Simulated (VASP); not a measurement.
Here is a VASP 6.6.1 calculation.

The input INCAR:

```
SYSTEM = Nb
ALGO = Normal
EDIFF = 1E-6
EDIFFG = -0.02
ENCUT = 600
IBRION = 2
ISIF = 3
ISMEAR = 1
LASPH = .TRUE.
LCHARG = .FALSE.
LREAL = .FALSE.
LWAVE = .FALSE.
NELM = 60
NSW = 80
PREC = Accurate
PSTRESS = 100.0
SIGMA = 0.05
```

The input KPOINTS:

```
k-points
0
G
  18 18 18
  0 0 0
```

The input POSCAR:

```
Nb
1.0
   -1.6639500000      1.6639500000      1.6639500000
    1.6639500000     -1.6639500000      1.6639500000
    1.6639500000      1.6639500000     -1.6639500000
Nb
1
Direct
    0.0000000000      0.0000000000      0.0000000000
```

Potentials or basis: VASP PAW LDA potentials, release 64 (Nb_sv).

Run with:

```bash
$ cat potpaw_LDA.64/Nb_sv/POTCAR > POTCAR
$ mpirun -np 1 vasp_std > vasp.out
```

Task: Estimate the relaxed cell.

Result: a = 2.766 Å, b = 2.766 Å, c = 2.766 Å, α = 109.47°, β = 109.47°, γ = 109.47°.

Task: What does it give for the relaxed volume?

Result: 16.29 Å³/atom.

Task: Estimate the space group after relaxing (to 0.05 Å).

Result: Im-3m (No. 229).

Step by step:
```csv
step,energy change (eV),largest force (eV/Å),pressure (GPa),volume (Å³)
1,0.0000,0.0000,-12.37,18.43
2,1.2237,0.0000,113.02,12.38
3,-0.0383,0.0000,7.60,16.48
4,-0.0313,0.0000,9.24,16.35
5,-0.0276,0.0000,10.02,16.29
```

Caveat: the cell is relaxed towards a set pressure, so the enthalpy falls and the energy may rise. LDA usually gives volumes a few per cent too small.
